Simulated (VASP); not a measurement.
Set up this calculation in VASP 6.6.1, as the native input.

- Task: single point
- Functional: PBE
- Dispersion: D3(BJ)
- Potentials or basis: VASP PAW PBE potentials, release 64 (Zr_sv, O)
- Cutoff: 600 eV
- k mesh: 8 × 8 × 8
- Occupations: gaussian, width 0.01 eV
- Spin: no spin polarisation
- Dipole correction: no
- Further INCAR settings: ALGO = Normal; EDIFF = 1e-06; NBANDS = 19

The structure of ZrO2 lies in POSCAR:

```
ZrO2
1.0
    0.0000000000      2.5437767819      2.5437767819
    2.5437767819      0.0000000000      2.5437767819
    2.5437767819      2.5437767819      0.0000000000
Zr O
1 2
Direct
    0.5000000000      0.5000000000      0.5000000000
    0.7500000000      0.7500000000      0.7500000000
    0.2500000000      0.2500000000      0.2500000000
```

One way to write it, as run:

INCAR

```
PREC = Accurate ; ENCUT = 600
EDIFF = 1E-6 ; ISMEAR = 0
SIGMA = 0.01 ; LREAL = False
LASPH = True ; NELM = 120
ALGO = Normal ; ISIF = 2
LWAVE = False ; LCHARG = False
GGA = PE ; IVDW = 12
NBANDS = 19 ; GGA_COMPAT = False
```

KPOINTS

```
regular mesh
0
Gamma
  8 8 8
```

Potentials or basis: VASP PAW PBE potentials, release 64 (Zr_sv, O).

Command:

```bash
$ cat potpaw_PBE.64/Zr_sv/POTCAR potpaw_PBE.64/O/POTCAR > POTCAR
$ mpirun -np 1 vasp_std > vasp.out
```

It gave:

The pressure is 0.1 GPa. The band gap on the k mesh is 3.36 eV (least direct gap 3.80 eV). The dispersion energy per atom is -0.267 eV.

It took 57 s on 1 thread of Intel Xeon 8259CL (shared host), peak memory 0.19 GiB.
